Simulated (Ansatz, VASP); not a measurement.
# One calculation of NaH, two programs

```
Na H
1.0
     0.03197    2.42948    2.42948
     2.42948    0.03197    2.42948
     2.42948    2.42948    0.03197
Na H
1 1
Direct
  0.00000 0.00000 0.00000
  0.50000 0.50000 0.50000
```

Change from the starting cell: shear_111 strain +2.0%.

Alike in both runs: task single point; functional HSE06; k mesh 6 × 6 × 6; no spin polarisation.

|  | VASP | Ansatz |
| --- | --- | --- |
| version | VASP 6.6.1 | Ansatz 0.2.0 |
| potentials or method | VASP PAW PBE potentials, release 64 (Na_pv, H) | plane waves, PAW |
| plane-wave cutoff (eV) | 520 | 420 |
| occupations | gaussian, width 0.01 eV | fixed |
| valence electrons in the cell | 8 | 10 |

VASP gave:

* gap on the k mesh at the Fermi level (eV): 4.73
* pressure (GPa): -0.3
* traceless stress, the component that is largest in VASP (GPa): -0.32

Task: What did Ansatz give for the same quantities?

Result: gap on the k mesh at the Fermi level (eV): 4.74; pressure (GPa): -0.3; traceless stress, the component that is largest in VASP (GPa): -0.32.

VASP's potentials hold 8 valence electrons a cell and Ansatz's 10, so a difference there can come from the potentials and not from the codes. Ansatz's warnings: stress exchange threshold loose, stress scf threshold loose.
